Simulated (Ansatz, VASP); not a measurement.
**ZrB2 in VASP and in Ansatz**

File POSCAR:

```
ZrB2
1.0
    3.1700000000      0.0000000000      0.0000000000
   -1.5850000000      2.7453005300      0.0000000000
    0.0000000000      0.0000000000      3.5330000000
Zr B
1 2
Direct
    0.0000000000      0.0000000000      0.0000000000
    0.6666666667      0.3333333333      0.5000000000
    0.3333333333      0.6666666667      0.5000000000
```

File INCAR.step1:

```
SYSTEM = ZrB2
PREC     = Accurate       ! precision mode
ENCUT    = 520            ! plane-wave cutoff, eV
EDIFF    = 1E-5           ! SCF threshold, eV
ISMEAR   = -1             ! smearing method
SIGMA    = 0.05           ! smearing width, eV
LREAL    = .FALSE.        ! projectors in reciprocal space
LASPH    = .TRUE.         ! aspherical terms in the spheres
NELM     = 100            ! most SCF steps
ALGO     = Normal         ! electronic algorithm
ISIF     = 2              ! what is computed and relaxed
LWAVE    = .TRUE.         ! write WAVECAR
LCHARG   = .FALSE.        ! write CHGCAR
NBANDS   = 16             ! bands
GGA      = PE             ! functional
```

INCAR.step2

```
SYSTEM = ZrB2
PREC     = Accurate       ! precision mode
ENCUT    = 520            ! plane-wave cutoff, eV
EDIFF    = 1E-6           ! SCF threshold, eV
ISMEAR   = -1             ! smearing method
SIGMA    = 0.05           ! smearing width, eV
LREAL    = .FALSE.        ! projectors in reciprocal space
LASPH    = .TRUE.         ! aspherical terms in the spheres
NELM     = 100            ! most SCF steps
ALGO     = Normal         ! electronic algorithm
ISIF     = 2              ! what is computed and relaxed
LWAVE    = .FALSE.        ! write WAVECAR
LCHARG   = .FALSE.        ! write CHGCAR
GGA      = PE             ! functional
LHFCALC  = .TRUE.         ! exact exchange
AEXX     = 0.35           ! exact-exchange fraction
HFSCREEN = 0.2078699      ! screening, 1/A
PRECFOCK = Normal       
NBANDS   = 16             ! bands
ISTART   = 1
```

KPOINTS

```
Automatic mesh
0
G
  6 6 4
  0 0 0
```

The input input.yaml:

```yaml
crystal:
  lattice:
    - [3.17, 0.0, 0.0]
    - [-1.585, 2.74530053, 0.0]
    - [0.0, 0.0, 3.533]
  atoms:
    - { symbol: Zr, position: [0.0, 0.0, 0.0] }
    - { symbol: B, position: [0.6666666667, 0.3333333333, 0.5] }
    - { symbol: B, position: [0.3333333333, 0.6666666667, 0.5] }
hamiltonian:
  xc:
    exchange: pbe
    correlation: pbe
    exx: { coeff: 0.35, omega: 0.2078699 }
  pseudopotentials: { kind: paw }
kpoints:
  mp_grid: { grid: [6, 6, 4] }
scf:
  occupations: { method: fermi_dirac, width: 0.05 }
output:
  forces: true
  stress: true
  eigenvalues: true
  write_density: true
  write_potential: true
  elf: true
  volumetric_format: npy
```

Alike in both runs: task single point; functional PBE-based screened hybrid; k mesh 6 × 6 × 4; occupations fermi-dirac, width 0.05 eV; no spin polarisation.

```csv
,VASP,Ansatz
version,VASP 6.6.1,Ansatz 0.2.0
potentials or method,"VASP PAW PBE potentials, release 64 (Zr_sv, B)",Ansatz PAW
plane-wave cutoff (eV),520,420
valence electrons in the cell,18,18
```

```tsv
	VASP	Ansatz	Ansatz less VASP
gap on the k mesh at the Fermi level (eV)	none	none	-
pressure (GPa)	-3.2	-3.3	-0.09
traceless stress, the component that is largest in VASP (GPa)	-1.58	-1.59	-0.011
```

VASP's potentials were made for PBE, not for PBE-based screened hybrid. A gap of «none» marks a metal or a gap that the smearing closes.

The k mesh is coarse, so the values compare programs but aren't converged.
